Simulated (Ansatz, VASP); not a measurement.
# Two plane-wave programs on BaTiO3

File INCAR:

```
SYSTEM = BaTiO3
ALGO = Normal ; EDIFF = 1E-6
ENCUT = 520 ; GGA = PE
ISIF = 2 ; ISMEAR = -1
LASPH = .TRUE. ; LCHARG = .FALSE.
LREAL = .FALSE. ; LWAVE = .FALSE.
NBANDS = 28 ; NELM = 60
PREC = Accurate ; SIGMA = 0.05
```

The input KPOINTS:

```
k-points
0
G
  7 7 7
  0 0 0
```

Contents of POSCAR:

```
BaTiO3
1.0
    4.0073000000      0.0000000000      0.0000000000
    0.0000000000      4.0073000000      0.0000000000
    0.0000000000      0.0000000000      4.0073000000
Ba Ti O
1 1 3
Direct
    0.5090294500      0.4552911200      0.5066787400
    0.9437351000      0.0699797700      0.9543125000
    0.5205349200      0.0068319800      0.0554319400
    0.0126470200      0.4919678200      0.0527235900
    0.0140535100      0.9759293100      0.4308532400
```

Contents of input.yaml:

```yaml
crystal:
  lattice:
    - [4.0073, 0.0, 0.0]
    - [0.0, 4.0073, 0.0]
    - [0.0, 0.0, 4.0073]
  atoms:
    - { symbol: Ba, position: [0.50902945, 0.45529112, 0.50667874] }
    - { symbol: Ti, position: [0.9437351, 0.06997977, 0.9543125] }
    - { symbol: O, position: [0.52053492, 0.00683198, 0.05543194] }
    - { symbol: O, position: [0.01264702, 0.49196782, 0.05272359] }
    - { symbol: O, position: [0.01405351, 0.97592931, 0.43085324] }
hamiltonian:
  xc: pbe
  pseudopotentials: { kind: paw }
kpoints:
  mp_grid: { grid: [7, 7, 7] }
scf:
  occupations: { method: fermi_dirac, width: 0.05 }
output:
  forces: true
  stress: true
  eigenvalues: true
```

Change from the starting cell: all atoms moved at random, sigma 0.15 Å a component.

Alike in both runs: task single point; functional PBE; k mesh 7 × 7 × 7; occupations fermi-dirac, width 0.05 eV; no spin polarisation.

|  | VASP | Ansatz |
| --- | --- | --- |
| version | VASP 6.6.1 | Ansatz 0.2.0 |
| potentials or method | VASP PAW PBE potentials, release 64 (Ba_sv, Ti_sv, O) | Ansatz PAW |
| plane-wave cutoff (eV) | 520 | 420 |
| valence electrons in the cell | 40 | 40 |

VASP gave:

```
gap on the k mesh at the Fermi level (eV)                     : 2.76
least direct gap on the mesh (eV)                             : 2.93
pressure (GPa)                                                : 14.0
traceless stress, the component that is largest in VASP (GPa) : -8.41
rms of the force components (eV/Å)                            : 1.864
```

Problem. What did Ansatz give for the same quantities?

Solution. gap on the k mesh at the Fermi level (eV): 2.80; least direct gap on the mesh (eV): 2.98; pressure (GPa): 12.0; traceless stress, the component that is largest in VASP (GPa): -8.34; rms of the force components (eV/Å): 1.813.

Atom by atom the forces differ by 0.090 eV/Å (rms over components). The functional is the same, so the differences come from potentials, cutoffs and numerics.

Spin-orbit coupling is off throughout. Noted on Ansatz's run: odd divisions of the mesh miss points on the zone boundary, where band edges often lie, so the gap on the mesh can be too wide.
